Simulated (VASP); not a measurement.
# CaGeH6 (R-3) in VASP: notebook

Runs on CaGeH6. Level: PBEsol. Tasks: single point, relaxation of cell and atoms.

All numbers are computed with VASP 6.6.1; they aren't measurements. Logs are shortened: lines on timing, memory, paths and dates and some standing lists are left out, and cuts for length are marked.

### Step 1. The cell of the first run

The structure is trigonal, space group R-3 (No. 148). Conventional cell: a = 4.543 Å, b = 4.543 Å, c = 12.743 Å, α = 90.00°, β = 90.00°, γ = 120.00°. Within 3.0 Å of Ca (site symmetry -3) lie 12 H at 2.24 to 2.87 Å. Ge (site symmetry -3) has 6 H at 1.68 Å within 2.2 Å. H (site symmetry 1) has 1 Ge at 1.68 Å and 1 Ca at 2.24 Å and 7 H at 2.32 to 2.41 Å within 2.5 Å.

### Step 2. Single point, PBEsol

Input file INCAR:

```
PREC = Accurate
ENCUT = 520
EDIFF = 1E-7
ISMEAR = -1
SIGMA = 0.03
LREAL = False
LASPH = True
NELM = 60
ALGO = Normal
ISIF = 2
LWAVE = False
LCHARG = False
GGA = PS
NBANDS = 25
```

Input file KPOINTS:

```
Automatic mesh
0
Gamma
  6 6 6
```

Input file POSCAR:

```
CaGeH6
1.0
    2.2715219166      1.3114637900      4.2475957888
   -2.2715219166      1.3114637900      4.2475957888
    0.0000000000     -2.6229275800      4.2475957888
Ca Ge H
1 1 6
Direct
    0.5000000000      0.5000000000      0.5000000000
    0.0000000000      0.0000000000      0.0000000000
    0.5855260892      1.0155305854      0.1704854495
    1.0155305854      0.1704854495      0.5855260892
    0.8295145505      0.4144739108     -0.0155305854
   -0.0155305854      0.8295145505      0.4144739108
    0.4144739108     -0.0155305854      0.8295145505
    0.1704854495      0.5855260892      1.0155305854
```

Potentials or basis: VASP PAW PBE potentials, release 64 (Ca_sv, Ge_d, H).

Run with:

```sh
$ cat potpaw_PBE.64/Ca_sv/POTCAR potpaw_PBE.64/Ge_d/POTCAR potpaw_PBE.64/H/POTCAR > POTCAR
$ mpirun -np 1 vasp_std > vasp.out
```

OUTCAR:

```text
PREC = Accurate
   ENCUT = 520
   EDIFF = 1E-7
   ISMEAR = -1
   LREAL = False
   LASPH = True
   NELM = 60
   ISIF = 2
   GGA = PS

 ion  position               nearest neighbor table
   1  0.500  0.500  0.500-
   2  0.000  0.000  0.000-   4 1.68   6 1.68   3 1.68   7 1.68   5 1.68   8 1.68
   3  0.586  0.016  0.170-   2 1.68
   4  0.016  0.170  0.586-   2 1.68
   5  0.830  0.414  0.984-   2 1.68
   6  0.984  0.830  0.414-   2 1.68
   7  0.414  0.984  0.830-   2 1.68
   8  0.170  0.586  0.016-   2 1.68

  LATTYP: Found a trigonal (rhomboedric) cell.
 ALAT       =     4.9921757857
 COS(alpha) =     0.5859201287

  Lattice vectors:

 A1 = (   2.2715219166,   1.3114637900,   4.2475957888)
 A2 = (  -2.2715219166,   1.3114637900,   4.2475957888)
 A3 = (   0.0000000000,  -2.6229275800,   4.2475957888)

Analysis of symmetry for initial positions (statically):
=====================================================================
 Subroutine PRICEL returns:
 Original cell was already a primitive cell.

 Routine SETGRP: Setting up the symmetry group for a
 trigonal (rhombohedral) supercell.

 Subroutine GETGRP returns: Found  6 space group operations
 (whereof  6 operations were pure point group operations)
 out of a pool of 12 trial point group operations.

The static configuration has the point symmetry S_6 .

Analysis of symmetry for dynamics (positions and initial velocities):
=====================================================================
 Subroutine PRICEL returns:
 Original cell was already a primitive cell.

 Routine SETGRP: Setting up the symmetry group for a
 trigonal (rhombohedral) supercell.

 Subroutine GETGRP returns: Found  6 space group operations
 (whereof  6 operations were pure point group operations)
 out of a pool of 12 trial point group operations.

The dynamic configuration has the point symmetry S_6 .

 Subroutine INISYM returns: Found  6 space group operations
 (whereof  6 operations are pure point group operations),
 and found     1 'primitive' translations

----------------------------------------------------------------------------------------

                                     Primitive cell

  volume of cell :      75.9220

  direct lattice vectors                    reciprocal lattice vectors
     2.271521917  1.311463790  4.247595789     0.220116740  0.127084459  0.078475766
    -2.271521917  1.311463790  4.247595789    -0.220116740  0.127084459  0.078475766
     0.000000000 -2.622927580  4.247595789     0.000000000 -0.254168919  0.078475766

  length of vectors
     4.992175786  4.992175786  4.992175786     0.266008054  0.266008054  0.266008054

  position of ions in fractional coordinates (direct lattice)
     0.500000000  0.500000000  0.500000000
     0.000000000  0.000000000  0.000000000
     0.585526089  0.015530585  0.170485449
     0.015530585  0.170485449  0.585526089
     0.829514551  0.414473911  0.984469415
     0.984469415  0.829514551  0.414473911
     0.414473911  0.984469415  0.829514551
     0.170485449  0.585526089  0.015530585

  ion indices of the primitive-cell ions
   primitive index   ion index
                 1           1
                 2           2
                 3           3
                 4           4
                 5           5
                 6           6
                 7           7
                 8           8

----------------------------------------------------------------------------------------

 KPOINTS: Automatic mesh

Automatic generation of k-mesh.
 Grid dimensions read from file:
 generate k-points for:    6    6    6

 Generating k-lattice:

  Cartesian coordinates                     Fractional coordinates (reciprocal lattice)
     0.036686123  0.021180743  0.013079294     0.166666667 -0.000000000  0.000000000
    -0.036686123  0.021180743  0.013079294    -0.000000000  0.166666667  0.000000000
     0.000000000 -0.042361486  0.013079294     0.000000000  0.000000000  0.166666667

  Length of vectors
     0.044334676  0.044334676  0.044334676

  Shift w.r.t. Gamma in fractional coordinates (k-lattice)
     0.000000000  0.000000000  0.000000000

 Subroutine IBZKPT returns following result:
 ===========================================

 Found     40 irreducible k-points:

 Following reciprocal coordinates:
            Coordinates               Weight
  0.000000  0.000000  0.000000      1.000000
  0.166667  0.000000  0.000000      6.000000
  0.333333  0.000000  0.000000      6.000000
  0.500000  0.000000  0.000000      3.000000
  0.166667  0.166667  0.000000      6.000000
  0.333333  0.166667  0.000000      6.000000
[... 16 lines left out ...]
  0.333333  0.333333  0.166667      6.000000
  0.500000  0.333333  0.166667      6.000000
 [... further k-points ...]
   k-points           NKPTS =     40   k-points in BZ     NKDIM =     40   number of bands    NBANDS=     25
   number of dos      NEDOS =    301   number of ions     NIONS =      8
   total plane-waves  NPLWV =  64000
   dimension x,y,z NGX =    40 NGY =   40 NGZ =   40
   dimension x,y,z NGXF=    80 NGYF=   80 NGZF=   80
   ions per type =               1   1   6
   NGX,Y,Z   is equivalent  to a cutoff of  13.32, 13.32, 13.32 a.u.
   NGXF,Y,Z  is equivalent  to a cutoff of  26.64, 26.64, 26.64 a.u.
 SYSTEM =  unknown system
   PREC   = accura    normal or accurate (medium, high low for compatibility)
   ISTART =      0    job   : 0-new  1-cont  2-samecut
   ICHARG =      2    charge: 1-file 2-atom 10-const
   ISPIN  =      1    spin polarized calculation?
   LNONCOLLINEAR =      F non collinear calculations
   LSORBIT =      F    spin-orbit coupling
   LASPH  =      T    aspherical Exc in radial PAW
   ENCUT  =  520.0 eV  38.22 Ry    6.18 a.u.   9.28  9.28  9.28*2*pi/ulx,y,z
   NELM   =     60;   NELMIN=  2; NELMDL= -5     # of ELM steps
   EDIFF  = 0.1E-06   stopping-criterion for ELM
   LREAL  =      F    real-space projection
   EDIFFG = 0.1E-05   stopping-criterion for IOM
   NSW    =      0    number of steps for IOM
   IBRION =     -1    ionic relax: 0-MD 1-quasi-New 2-CG
   NFREE  =      0    steps in history (QN), initial steepest desc. (CG)
   ISIF   =      2    stress and relaxation
   ISYM   =      2    0-nonsym 1-usesym 2-fastsym
   POTIM  = 0.5000    time-step for ionic-motion
[... 15 lines left out ...]
   LORBIT       =      0    0 simple, 1 ext, 2 COOP (PROOUT), +10 PAW based schemes
   GGA     = PS    functional components
   LHFCALC =     F    Hartree Fock is set to
   AEXX    =    0.0000 exact exchange contribution
   IVDW    =     0    specifies the selected vdW correction
   LEPSILON=     F    determine dielectric tensor
   LRPA    =     F    only Hartree local field effects (RPA)
 non-spin polarized calculation
  energy-cutoff  :      520.00
  volume of cell :       75.92
 maximum number of plane-waves:      2086
 NGX is ok and might be reduce to    40
   NGX = 19   NGY = 19   NGZ = 19

 number of electron      29.9999997 magnetization

 Free energy of the ion-electron system (eV)
  ---------------------------------------------------
  ext. energy  EPLUGINS =         0.00000000
  ---------------------------------------------------
  free energy    TOTEN  =       -26.54242303 eV

  energy without entropy =      -26.54187777  energy(sigma->0) =      -26.54215040

 E-fermi :   2.1660     XC(G=0):  -9.4020

 val. band max:        2.1176568025   @ k =   0.5000   0.5000   0.5000
 cond. band min:       2.1776219830   @ k =   0.0000   0.0000   0.0000
 fundamental gap:      0.0599651805
 Fermi energy:         2.1659945614

 k-point     1 :       0.0000    0.0000    0.0000
  band No.  band energies     occupation
      1     -38.4191      2.00000
      2     -22.1714      2.00000
      3     -22.1714      2.00000
      4     -22.1091      2.00000
      5     -22.1091      2.00000
      6     -22.1008      2.00000
[... 17 lines left out ...]
     24       8.7761      0.00000
     25      10.2799      0.00000

 k-point     2 :       0.1667    0.0000    0.0000
  band No.  band energies     occupation
      1     -38.4187      2.00000
      2     -22.1717      2.00000
      3     -22.1715      2.00000
      4     -22.1094      2.00000
      5     -22.1091      2.00000
      6     -22.1006      2.00000
[... 17 lines left out ...]
     24       9.5082      0.00000
     25      10.1279      0.00000

 k-point     3 :       0.3333    0.0000    0.0000
  band No.  band energies     occupation
      1     -38.4178      2.00000
      2     -22.1722      2.00000
      3     -22.1716      2.00000
      4     -22.1099      2.00000
      5     -22.1090      2.00000
      6     -22.1003      2.00000
[... 17 lines left out ...]
     24       9.4860      0.00000
     25      10.9372      0.00000

 k-point     4 :       0.5000    0.0000    0.0000
  band No.  band energies     occupation
      1     -38.4174      2.00000
      2     -22.1725      2.00000
      3     -22.1717      2.00000
      4     -22.1102      2.00000
      5     -22.1089      2.00000
      6     -22.1001      2.00000
[... 17 lines left out ...]
     24      10.1773      0.00000
     25      11.2718      0.00000

 k-point     5 :       0.1667    0.1667    0.0000
  band No.  band energies     occupation
      1     -38.4186      2.00000
      2     -22.1717      2.00000
      3     -22.1713      2.00000
      4     -22.1095      2.00000
      5     -22.1089      2.00000
      6     -22.1006      2.00000
[... 17 lines left out ...]
     24       9.6785      0.00000
     25      10.4786      0.00000

 k-point     6 :       0.3333    0.1667    0.0000
  band No.  band energies     occupation
      1     -38.4180      2.00000
      2     -22.1720      2.00000
      3     -22.1712      2.00000
      4     -22.1097      2.00000
      5     -22.1089      2.00000
      6     -22.1003      2.00000
[... 17 lines left out ...]
     24       9.2906      0.00000
     25      11.0603      0.00000
[... 393 lines left out ...]
 k-point    21 :      -0.3333    0.1667    0.1667
  band No.  band energies     occupation
      1     -38.4174      2.00000
      2     -22.1723      2.00000
      3     -22.1714      2.00000
      4     -22.1099      2.00000
      5     -22.1088      2.00000
      6     -22.1000      2.00000
[... 17 lines left out ...]
     24      10.2081      0.00000
     25      11.1392      0.00000

 k-point    22 :      -0.1667    0.1667    0.1667
  band No.  band energies     occupation
      1     -38.4178      2.00000
      2     -22.1721      2.00000
      3     -22.1714      2.00000
      4     -22.1098      2.00000
      5     -22.1087      2.00000
      6     -22.1002      2.00000
[... 17 lines left out ...]
     24      10.2584      0.00000
     25      10.5497      0.00000

 k-point    23 :       0.3333    0.3333    0.1667
  band No.  band energies     occupation
      1     -38.4184      2.00000
      2     -22.1715      2.00000
      3     -22.1710      2.00000
      4     -22.1096      2.00000
      5     -22.1091      2.00000
      6     -22.1005      2.00000
[... 17 lines left out ...]
     24       8.9784      0.00000
     25      10.8033      0.00000

 k-point    24 :       0.5000    0.3333    0.1667
  band No.  band energies     occupation
      1     -38.4178      2.00000
      2     -22.1719      2.00000
      3     -22.1708      2.00000
      4     -22.1095      2.00000
      5     -22.1090      2.00000
      6     -22.1002      2.00000
[... 17 lines left out ...]
     24       9.7380      0.00000
     25      10.4277      0.00000

 [... further k-points ...]

------------------------ aborting loop because EDIFF is reached ----------------------------------------

  FORCE on cell =-STRESS in cart. coord.  units (eV):
  Direction    XX          YY          ZZ          XY          YZ          ZX
  --------------------------------------------------------------------------------------
  -------------------------------------------------------------------------------------
  Total       -0.0551533     -0.0551533     -0.0564130     -0.0000000      0.0000000      0.0000000
  in kB       -1.1638959     -1.1638959     -1.1904798     -0.0000002      0.0000000      0.0000000
  external PRESSURE =      -1.1727572 kB  Pullay stress =       0.0000000 kB

 VOLUME and BASIS-vectors are now :
 -----------------------------------------------------------------------------
  energy-cutoff  :      520.00
  volume of cell :       75.92
      direct lattice vectors                 reciprocal lattice vectors
     2.271521917  1.311463790  4.247595789     0.220116740  0.127084459  0.078475766
    -2.271521917  1.311463790  4.247595789    -0.220116740  0.127084459  0.078475766
     0.000000000 -2.622927580  4.247595789     0.000000000 -0.254168919  0.078475766

 POSITION                                       TOTAL-FORCE (eV/Angst)
 -----------------------------------------------------------------------------------
      0.00000      0.00000      6.37139         0.000000      0.000000     -0.000000
      0.00000      0.00000      0.00000         0.000000      0.000000     -0.000000
      1.29476      0.34109      3.27720         0.000444      0.008087      0.005576
     -0.35198     -1.29184      3.27720         0.006782     -0.004429      0.005576
      0.94277     -0.95075      9.46559         0.007226      0.003659     -0.005576
      0.35198      1.29184      9.46559        -0.006782      0.004429     -0.005576
     -1.29476     -0.34109      9.46559        -0.000444     -0.008087     -0.005576
     -0.94277      0.95075      3.27720        -0.007226     -0.003659      0.005576
 -----------------------------------------------------------------------------------
    total drift:                               -0.000000     -0.000000     -0.000000

  FREE ENERGIE OF THE ION-ELECTRON SYSTEM (eV)
  ---------------------------------------------------
  free  energy   TOTEN  =       -26.5424230313 eV

  energy  without entropy=      -26.5418777730  energy(sigma->0) =      -26.54215040
```

Run time: 95 s. Hardware: 1 thread of Intel Xeon Platinum 8488C (Sapphire Rapids), shared host; peak memory 0.27 GiB.

What came out:

| Item | Value |
| --- | --- |
| Free energy | -26.5424 eV |
| Pressure | -0.1 GPa |
| Largest force | 0.010 eV/Å |
| Band gap on the k mesh | 0.06 eV (least direct gap 1.68 eV) |

Forces in eV/Å, atoms in the order of the input:
```
Ca   0.000  0.000  0.000
Ge   0.000  0.000  0.000
H    0.000  0.008  0.006
H    0.007 -0.004  0.006
H    0.007  0.004 -0.006
H   -0.007  0.004 -0.006
H    0.000 -0.008 -0.006
H   -0.007 -0.004  0.006
```

Caveat: the PAW data sets were made with another functional, which shifts forces and pressure a little.

### Step 3. Relaxation of cell and atoms, PBEsol

This run uses another cell than the first one, of 12.77 Å³/atom.

Input file INCAR:

```
SYSTEM = CaGeH6
PREC     = Accurate       ! precision mode
ENCUT    = 600            ! plane-wave cutoff, eV
EDIFF    = 1E-6           ! SCF threshold, eV
ISMEAR   = -1             ! smearing method
SIGMA    = 0.03           ! smearing width, eV
LREAL    = .FALSE.        ! projectors in reciprocal space
LASPH    = .TRUE.         ! aspherical terms in the spheres
NELM     = 80             ! most SCF steps
ALGO     = Normal         ! electronic algorithm
ISIF     = 3              ! what is computed and relaxed
LWAVE    = .FALSE.        ! write WAVECAR
LCHARG   = .FALSE.        ! write CHGCAR
GGA      = PS             ! functional
IBRION   = 2              ! ionic algorithm
NSW      = 100            ! ionic steps
EDIFFG   = -0.01          ! ionic threshold
```

Input file KPOINTS:

```
regular mesh
0
G
  6 6 6
  0 0 0
```

Input file POSCAR:

```
CaGeH6
1.0
    2.5869362800      1.4935683600      4.4081377300
   -2.5869362800      1.4935683600      4.4081377300
    0.0000000000     -2.9871367200      4.4081377300
Ca Ge H
1 1 6
Direct
    0.5000000000      0.5000000000      0.5000000000
    0.0000000000      0.0000000000      0.0000000000
    0.6716176500      0.8424555800      0.2422443300
    0.8424555800      0.2422443300      0.6716176500
    0.7577556700      0.3283823500      0.1575444200
    0.1575444200      0.7577556700      0.3283823500
    0.3283823500      0.1575444200      0.7577556700
    0.2422443300      0.6716176500      0.8424555800
```

Potentials or basis: VASP PAW PBE potentials, release 64 (Ca_sv, Ge_d, H).

Run with:

```sh
$ cat potpaw_PBE.64/Ca_sv/POTCAR potpaw_PBE.64/Ge_d/POTCAR potpaw_PBE.64/H/POTCAR > POTCAR
$ mpirun -np 1 vasp_std > vasp.out
```

Wall time 58 min (1 thread of Intel Xeon Platinum 8488C (Sapphire Rapids), shared host); peak memory 0.4 GiB.

The run converged. Its results:

```yaml
Free_energy: -26.5484 eV
Relaxed_volume: 9.55 Å³/atom
Relaxed_cell: a = 5.003 Å, b = 5.003 Å, c = 5.003 Å, α = 54.13°, β = 54.13°, γ = 54.13°
Space_group_after_relaxing_to_0.1_Å: R-3 (No. 148)
Energy_gained_by_relaxing: 241.1 meV/atom
Ionic_steps: 36
Pressure_after_relaxing: 0.1 GPa
Largest_force_after_relaxing: 0.008 eV/Å
Band_gap_on_the_k_mesh: 0.09 eV (least direct gap 1.73 eV)
```

Forces on the atoms (eV/Å):
```
Ca   0.000  0.000  0.000
Ge   0.000  0.000  0.000
H   -0.007  0.003  0.003
H    0.006  0.005  0.003
H   -0.001  0.007 -0.003
H   -0.006 -0.005 -0.003
H    0.007 -0.003 -0.003
H    0.001 -0.007  0.003
```

Stress tensor (GPa, compression positive):
```
0.10 0.00 0.00
0.00 0.10 0.00
0.00 0.00 0.02
```

Step by step:
```csv
step,energy change (eV),largest force (eV/Å),pressure (GPa),volume (Å³)
1,0.0000,2.2703,-1.97,102.19
2,-1.1497,1.1287,-0.42,99.88
3,-1.4293,0.2110,2.80,98.08
4,-1.4318,0.1943,2.46,98.24
5,-1.4760,0.1581,0.83,101.27
6,-1.4901,0.1449,-0.17,103.57
7,-1.4914,0.1440,-0.44,104.36
8,-1.4990,0.0913,-0.17,104.28
9,-1.5009,0.1296,0.00,104.22
10,-1.5084,0.1249,-0.20,104.16
11,-1.5292,0.1044,-0.72,103.99
12,-1.5592,0.0384,-1.93,103.64
13,-1.5403,0.2059,-4.71,102.92
14,-1.5667,0.0351,-2.71,103.42
15,-1.5691,0.0344,-2.74,103.28
16,-1.5762,0.0323,-2.77,102.85
17,-1.5902,0.0309,-2.89,101.99
18,-1.6175,0.0387,-3.16,100.30
19,-1.6657,0.0908,-3.84,96.95
20,-1.7032,0.3071,-5.65,90.47
21,-1.7044,0.2143,-4.95,92.67
22,-1.7629,0.1866,-4.56,89.44
23,-1.8781,0.1664,-2.88,80.17
24,-1.8894,0.1863,-1.85,76.36
25,-1.8894,0.1790,-2.16,77.36
26,-1.9059,0.1300,-1.48,77.39
27,-1.9183,0.1504,-0.23,77.43
28,-1.9235,0.0988,-0.20,77.30
29,-1.9273,0.0291,-0.34,77.11
30,-1.9278,0.0139,-0.33,77.02
31,-1.9285,0.0133,-0.05,76.72
32,-1.9285,0.0142,-0.05,76.69
33,-1.9286,0.0160,-0.02,76.62
34,-1.9286,0.0206,0.08,76.49
35,-1.9289,0.0112,0.02,76.43
36,-1.9289,0.0080,0.08,76.40
```

Final structure:
```cif
data_structure
_symmetry_space_group_name_H-M 'P 1'
_symmetry_Int_Tables_number 1
_cell_length_a 5.0029
_cell_length_b 5.0029
_cell_length_c 5.0029
_cell_angle_alpha 54.127
_cell_angle_beta 54.127
_cell_angle_gamma 54.127
_cell_volume 76.40
loop_
_atom_site_label
_atom_site_type_symbol
_atom_site_fract_x
_atom_site_fract_y
_atom_site_fract_z
_atom_site_occupancy
Ca1 Ca 0.50000 0.50000 0.50000 1
Ge1 Ge 0.00000 0.00000 0.00000 1
H1 H 0.58714 0.01346 0.17141 1
H2 H 0.01346 0.17141 0.58714 1
H3 H 0.82859 0.41286 0.98654 1
H4 H 0.98654 0.82859 0.41286 1
H5 H 0.41286 0.98654 0.82859 1
H6 H 0.17141 0.58714 0.01346 1
```

Levels at points of the mesh, in eV from the valence-band top:
| k point | band 13 | band 14 | band 15 | band 16 | band 17 | band 18 |
| --- | --- | --- | --- | --- | --- | --- |
| (0.00, 0.00, 0.00) | -3.36 | -1.76 | -1.76 | 0.09 | 2.33 | 2.97 |
| (0.50, 0.00, 0.00) | -4.12 | -2.23 | -0.86 | 2.43 | 3.84 | 3.96 |
| (0.50, 0.50, 0.00) | -4.37 | -3.11 | -0.63 | 2.37 | 3.41 | 4.37 |
| (0.50, 0.50, 0.50) | -4.20 | 0.00 | 0.00 | 1.73 | 3.17 | 3.17 |

Caveat: the volume moved by over 15 % at a fixed basis, so the end points are rough; the PAW data sets were made with another functional, which shifts forces and pressure a little.
